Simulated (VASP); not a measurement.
**Ta: single point with PBE**

Crystal: Ta.

```xyz
1
Lattice="-1.6597 1.6597 1.6597 1.6597 -1.6597 1.6597 1.6597 1.6597 -1.6597" Properties=species:S:1:pos:R:3 pbc="T T T"
Ta    0.0000    0.0000    0.0000
```

| Quantity | Value |
| --- | --- |
| Program | VASP 6.6.1 |
| Task | single point |
| Functional | PBE |
| Potentials or basis | VASP PAW PBE potentials, release 64 (Ta_pv) |
| Cutoff | 520 eV |
| k mesh | 40 × 40 × 40 |
| Occupations | gaussian, width 0.1 eV |
| Spin | no spin polarisation |

```
Pressure : 0.1 GPa
```

Levels at points of the mesh, in eV from the Fermi level:
```csv
k point,band 2,band 3,band 4,band 5,band 6,band 7,band 8,band 9,band 10,band 11
"(0.00, 0.00, 0.00)",-33.13,-33.13,-7.85,0.74,0.74,0.74,3.96,3.96,14.95,14.95
"(0.50, 0.00, 0.00)",-33.49,-33.13,-4.30,-1.49,1.53,3.83,4.84,7.66,11.49,11.88
"(0.50, 0.50, 0.50)",-33.91,-33.91,-3.71,-3.71,6.72,6.72,6.72,8.53,8.53,8.53
```

Wall time 3.1 min on 1 thread of Intel(R) Xeon(R) Platinum 8259CL CPU @ 2.50GHz (Skylake/Cascade Lake), on a shared host, peak memory 0.46 GiB.

Caveat: spin-orbit coupling is left out, which moves the levels of the heavy elements.
